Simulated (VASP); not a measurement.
# Te2Pt in VASP: single point with PBEsol+D4

Aim: the single point of Te2Pt with PBEsol+D4.

All numbers are computed with VASP 6.6.1; they aren't measurements. Logs are shortened: lines on timing, memory, paths and dates and some standing lists are left out, and cuts for length are marked.

**1. The cell of the first run**

The cell holds a sheet with vacuum, 3 atoms: a = 3.941 Å, b = 3.941 Å, c = 29.360 Å, α = 90.00°, β = 90.00°, γ = 120.00°.

**2. Single point, PBEsol+D4**

File INCAR:

```
PREC     = Accurate       # precision mode
ENCUT    = 400            # plane-wave cutoff, eV
EDIFF    = 1E-6           # SCF threshold, eV
ISMEAR   = 0              # smearing method
SIGMA    = 0.03           # smearing width, eV
LREAL    = False          # projectors in reciprocal space
LASPH    = True           # aspherical terms in the spheres
NELM     = 120            # most SCF steps
ALGO     = Normal         # electronic algorithm
ISIF     = 2              # what is computed and relaxed
LWAVE    = False          # write WAVECAR
LCHARG   = True           # write CHGCAR
LDIPOL   = True         
IDIPOL   = 3            
DIPOL    = 0.5 0.5 0.286
GGA      = PS             # functional
IVDW     = 13             # dispersion correction
LELF     = True           # ELF
LVHAR    = True         
LVACPOTAV= True         
NBANDS   = 18             # bands
GGA_COMPAT= False        
NELMDL   = -8
```

File KPOINTS:

```
regular mesh
0
Gamma
  12 12 1
```

File POSCAR:

```
Te2Pt
1.0
    3.9406953451      0.0000000000      0.0000000000
   -1.9703476726      3.4127422774      0.0000000000
    0.0000000000      0.0000000000     29.3600000020
Te Pt
2 1
Direct
    0.3333333333      0.6666666667      0.2384674009
    0.6666666667      0.3333333333      0.3330584847
    0.0000000000      0.0000000000      0.2857629428
```

Potentials or basis: VASP PAW PBE potentials, release 64 (Te, Pt).

On the command line:

```sh
> cat potpaw_PBE.64/Te/POTCAR potpaw_PBE.64/Pt/POTCAR > POTCAR
> mpirun -np 1 vasp_std > vasp.out
```

OUTCAR:

```text
PREC = Accurate
   ENCUT = 400
   EDIFF = 1E-6
   ISMEAR = 0
   LREAL = False
   LASPH = True
   NELM = 120
   ISIF = 2
   GGA = PS
   IVDW = 13
   NELMDL = -8

 ion  position               nearest neighbor table
   1  0.333  0.667  0.238-   3 2.67   3 2.67   3 2.67   2 3.59   2 3.59   2 3.59
   2  0.667  0.333  0.333-   3 2.67   3 2.67   3 2.67   1 3.59   1 3.59   1 3.59
   3  0.000  0.000  0.286-   1 2.67   2 2.67   1 2.67   2 2.67   2 2.67   1 2.67

  LATTYP: Found a hexagonal cell.
 ALAT       =     3.9406953451
 C/A-ratio  =     7.4504617665

  Lattice vectors:

 A1 = (   3.9406953451,   0.0000000000,   0.0000000000)
 A2 = (  -1.9703476726,   3.4127422774,   0.0000000000)
 A3 = (   0.0000000000,   0.0000000000,  29.3600000020)

Analysis of symmetry for initial positions (statically):
=====================================================================
 Subroutine PRICEL returns:
 Original cell was already a primitive cell.

 Routine SETGRP: Setting up the symmetry group for a
 hexagonal supercell.

 Subroutine GETGRP returns: Found 12 space group operations
 (whereof  6 operations were pure point group operations)
 out of a pool of 24 trial point group operations.

The static configuration has the point symmetry C_3v.
 The point group associated with its full space group is D_3d.

Analysis of symmetry for dynamics (positions and initial velocities):
=====================================================================
 Subroutine PRICEL returns:
 Original cell was already a primitive cell.

 Routine SETGRP: Setting up the symmetry group for a
 hexagonal supercell.

 Subroutine GETGRP returns: Found 12 space group operations
 (whereof  6 operations were pure point group operations)
 out of a pool of 24 trial point group operations.

The dynamic configuration has the point symmetry C_3v.
 The point group associated with its full space group is D_3d.

 Subroutine INISYM returns: Found 12 space group operations
 (whereof  6 operations are pure point group operations),
 and found     1 'primitive' translations

----------------------------------------------------------------------------------------

                                     Primitive cell

  volume of cell :     394.8502

  direct lattice vectors                    reciprocal lattice vectors
     3.940695345  0.000000000  0.000000000     0.253762322  0.146509745  0.000000000
    -1.970347673  3.412742277  0.000000000     0.000000000  0.293019490  0.000000000
     0.000000000  0.000000000 29.360000002     0.000000000  0.000000000  0.034059946

  length of vectors
     3.940695345  3.940695345 29.360000002     0.293019490  0.293019490  0.034059946

  position of ions in fractional coordinates (direct lattice)
     0.333333333  0.666666667  0.238467401
     0.666666667  0.333333333  0.333058485
     0.000000000  0.000000000  0.285762943

  ion indices of the primitive-cell ions
   primitive index   ion index
                 1           1
                 2           2
                 3           3

----------------------------------------------------------------------------------------

 KPOINTS: regular mesh

Automatic generation of k-mesh.
 Grid dimensions read from file:
 generate k-points for:   12   12    1

 Generating k-lattice:

  Cartesian coordinates                     Fractional coordinates (reciprocal lattice)
     0.021146860  0.012209145  0.000000000     0.083333333  0.000000000  0.000000000
     0.000000000  0.024418291  0.000000000     0.000000000  0.083333333  0.000000000
     0.000000000  0.000000000  0.034059946     0.000000000  0.000000000  1.000000000

  Length of vectors
     0.024418291  0.024418291  0.034059946

  Shift w.r.t. Gamma in fractional coordinates (k-lattice)
     0.000000000  0.000000000  0.000000000

 Subroutine IBZKPT returns following result:
 ===========================================

 Found     19 irreducible k-points:

 Following reciprocal coordinates:
            Coordinates               Weight
  0.000000  0.000000  0.000000      1.000000
  0.083333 -0.000000  0.000000      6.000000
  0.166667  0.000000  0.000000      6.000000
  0.250000 -0.000000  0.000000      6.000000
  0.333333 -0.000000  0.000000      6.000000
  0.416667 -0.000000  0.000000      6.000000
[... 11 lines left out ...]
  0.333333  0.250000  0.000000     12.000000
  0.333333  0.333333  0.000000      2.000000
   k-points           NKPTS =     19   k-points in BZ     NKDIM =     19   number of bands    NBANDS=     18
   number of dos      NEDOS =    301   number of ions     NIONS =      3
   total plane-waves  NPLWV = 150528
   dimension x,y,z NGX =    28 NGY =   28 NGZ =  192
   dimension x,y,z NGXF=    56 NGYF=   56 NGZF=  384
   ions per type =               2   1
   NGX,Y,Z   is equivalent  to a cutoff of  11.81, 11.81, 10.87 a.u.
   NGXF,Y,Z  is equivalent  to a cutoff of  23.62, 23.62, 21.74 a.u.
 SYSTEM =  unknown system
   PREC   = accura    normal or accurate (medium, high low for compatibility)
   ISTART =      0    job   : 0-new  1-cont  2-samecut
   ICHARG =      2    charge: 1-file 2-atom 10-const
   ISPIN  =      1    spin polarized calculation?
   LNONCOLLINEAR =      F non collinear calculations
   LSORBIT =      F    spin-orbit coupling
   LASPH  =      T    aspherical Exc in radial PAW
   ENCUT  =  400.0 eV  29.40 Ry    5.42 a.u.   6.43  6.43 47.88*2*pi/ulx,y,z
   NELM   =    120;   NELMIN=  2; NELMDL= -8     # of ELM steps
   EDIFF  = 0.1E-05   stopping-criterion for ELM
   LREAL  =      F    real-space projection
   EDIFFG = 0.1E-04   stopping-criterion for IOM
   NSW    =      0    number of steps for IOM
   IBRION =     -1    ionic relax: 0-MD 1-quasi-New 2-CG
   NFREE  =      0    steps in history (QN), initial steepest desc. (CG)
   ISIF   =      2    stress and relaxation
   ISYM   =      2    0-nonsym 1-usesym 2-fastsym
   POTIM  = 0.5000    time-step for ionic-motion
   TEBEG  =    0.0;   TEEND  =   0.0 temperature during run
   PSTRESS=    0.0 pullay stress
   NELECT =      22.0000    total number of electrons
   NUPDOWN=      -1.0000    fix difference up-down
   EMIN   =  10.00;   EMAX   =-10.00  energy-range for DOS
   EFERMI =   0.00;   METHOD = LEGACY
   ISMEAR =     0;   SIGMA  =   0.03  broadening in eV -4-tet -1-fermi 0-gaus
   EFERMI_NEDOS =   21; number of points for ismear=-14 and -15
   IALGO  =     38    algorithm
   IMIX   =      4    mixing-type and parameters
     AMIX     =   0.40;   BMIX     =  1.00
     AMIX_MAG =   1.60;   BMIX_MAG =  1.00
  volume/ion in A,a.u.               =     131.62       888.19
  Fermi-wavevector in a.u.,A,eV,Ry     =   0.625276  1.181600  5.319467  0.390970
  Thomas-Fermi vector in A             =   1.686125
   LORBIT       =      0    0 simple, 1 ext, 2 COOP (PROOUT), +10 PAW based schemes
   GGA     = PS    functional components
   LHFCALC =     F    Hartree Fock is set to
   AEXX    =    0.0000 exact exchange contribution
   IVDW    =    13    specifies the selected vdW correction
   LEPSILON=     F    determine dielectric tensor
   LRPA    =     F    only Hartree local field effects (RPA)
 non-spin polarized calculation
 Gauss-broadening in eV      SIGMA  =   0.03
  energy-cutoff  :      400.00
  volume of cell :      394.85
 maximum number of plane-waves:      7237
 NGX is ok and might be reduce to    28
   NGX = 13   NGY = 13   NGZ = 95

 dipolmoment           0.000000      0.000000     -0.000012 electrons x Angstroem

 number of electron      21.9999997 magnetization

 dipolmoment           0.000000      0.000000      0.000008 electrons x Angstroem

 Free energy of the ion-electron system (eV)
  ---------------------------------------------------
  ext. energy  EPLUGINS =         0.00000000
  ---------------------------------------------------
  free energy    TOTEN  =       -14.97231680 eV

  energy without entropy =      -14.97231680  energy(sigma->0) =      -14.97231680

 E-fermi :  -2.1604     XC(G=0):  -2.4581

 val. band max:       -2.3053823261   @ k =   0.0000   0.0000   0.0000
 cond. band min:      -1.6611701805   @ k =   0.2500   0.2500   0.0000
 fundamental gap:      0.6442121457
 Fermi energy:        -2.1604085033

 k-point     1 :       0.0000    0.0000    0.0000
  band No.  band energies     occupation
      1     -15.5328      2.00000
      2     -13.4190      2.00000
      3      -7.7218      2.00000
      4      -7.6788      2.00000
      5      -7.6788      2.00000
      6      -5.8859      2.00000
[... 10 lines left out ...]
     17       2.4100      0.00000
     18       2.9358      0.00000

 k-point     2 :       0.0833   -0.0000    0.0000
  band No.  band energies     occupation
      1     -15.4523      2.00000
      2     -13.4148      2.00000
      3      -7.7056      2.00000
      4      -7.6513      2.00000
      5      -7.6401      2.00000
      6      -5.9536      2.00000
[... 10 lines left out ...]
     17       2.5141      0.00000
     18       2.9639      0.00000

 k-point     3 :       0.1667    0.0000    0.0000
  band No.  band energies     occupation
      1     -15.2178      2.00000
      2     -13.4061      2.00000
      3      -7.7527      2.00000
      4      -7.5369      2.00000
      5      -7.4535      2.00000
      6      -6.2064      2.00000
[... 10 lines left out ...]
     17       2.8052      0.00000
     18       3.0791      0.00000

 k-point     4 :       0.2500   -0.0000    0.0000
  band No.  band energies     occupation
      1     -14.8533      2.00000
      2     -13.4029      2.00000
      3      -7.7866      2.00000
      4      -7.4114      2.00000
      5      -7.2082      2.00000
      6      -6.6794      2.00000
[... 270 lines left out ...]
      4      -7.5926      2.00000
      5      -7.1635      2.00000
      6      -6.4051      2.00000
[... 10 lines left out ...]
     17       4.8169      0.00000
     18       4.8349      0.00000

 k-point    18 :       0.3333    0.2500    0.0000
  band No.  band energies     occupation
      1     -13.6018      2.00000
      2     -13.4763      2.00000
      3      -8.3464      2.00000
      4      -7.5895      2.00000
      5      -7.3112      2.00000
      6      -6.2695      2.00000
[... 10 lines left out ...]
     17       4.8830      0.00000
     18       5.2221      0.00000

 k-point    19 :       0.3333    0.3333    0.0000
  band No.  band energies     occupation
      1     -13.4944      2.00000
      2     -13.4944      2.00000
      3      -8.2232      2.00000
      4      -7.6198      2.00000
      5      -7.6198      2.00000
      6      -6.2002      2.00000
[... 10 lines left out ...]
     17       4.8814      0.00000
     18       5.2492      0.00000

------------------------ aborting loop because EDIFF is reached ----------------------------------------

  DFT-D4 for vdW energy calculation

  Edisp (eV):   -0.58785

  FORCE on cell =-STRESS in cart. coord.  units (eV):
  Direction    XX          YY          ZZ          XY          YZ          ZX
  --------------------------------------------------------------------------------------
  -------------------------------------------------------------------------------------
  Total      -0.03528    -0.03528    -0.02153     0.00000    -0.00000     0.00000
  in kB      -0.14316    -0.14316    -0.08738     0.00000    -0.00000     0.00000
  external pressure =       -0.12 kB  Pullay stress =        0.00 kB

 VOLUME and BASIS-vectors are now :
 -----------------------------------------------------------------------------
  energy-cutoff  :      400.00
  volume of cell :      394.85
      direct lattice vectors                 reciprocal lattice vectors
     3.940695345  0.000000000  0.000000000     0.253762322  0.146509745  0.000000000
    -1.970347673  3.412742277  0.000000000     0.000000000  0.293019490  0.000000000
     0.000000000  0.000000000 29.360000002     0.000000000  0.000000000  0.034059946

 POSITION                                       TOTAL-FORCE (eV/Angst)
 -----------------------------------------------------------------------------------
     -0.00000      2.27516      7.00140         0.000000     -0.000000      0.003960
      1.97035      1.13758      9.77860        -0.000000      0.000000     -0.003960
      0.00000      0.00000      8.39000         0.000000      0.000000     -0.000000
 -----------------------------------------------------------------------------------
    total drift:                                0.000000      0.000000      0.000082

  FREE ENERGIE OF THE ION-ELECTRON SYSTEM (eV)
  ---------------------------------------------------
  free  energy   TOTEN  =       -15.5601646412 eV

  energy  without entropy=      -15.5601646412  energy(sigma->0) =      -15.56016464

 vacuum level on the upper side and lower side of the slab         2.399         2.399
```

Wall time 2.1 min (1 thread of Intel Xeon Platinum 8559C (Emerald Rapids), shared host); peak memory 0.43 GiB.

What came out:

```yaml
Free_energy: -15.5602 eV
Largest_force: 0.004 eV/Å
Band_gap_on_the_k_mesh: 0.64 eV (least direct gap 1.26 eV)
Dispersion_energy_per_atom: -0.196 eV
```

Forces on the atoms (eV/Å):
```
Te   0.000  0.000  0.004
Te   0.000  0.000 -0.004
Pt   0.000  0.000  0.000
```

Caveat: the PAW data sets were made with another functional, which shifts forces and pressure a little; spin-orbit coupling is left out, which moves the levels of the heavy elements.
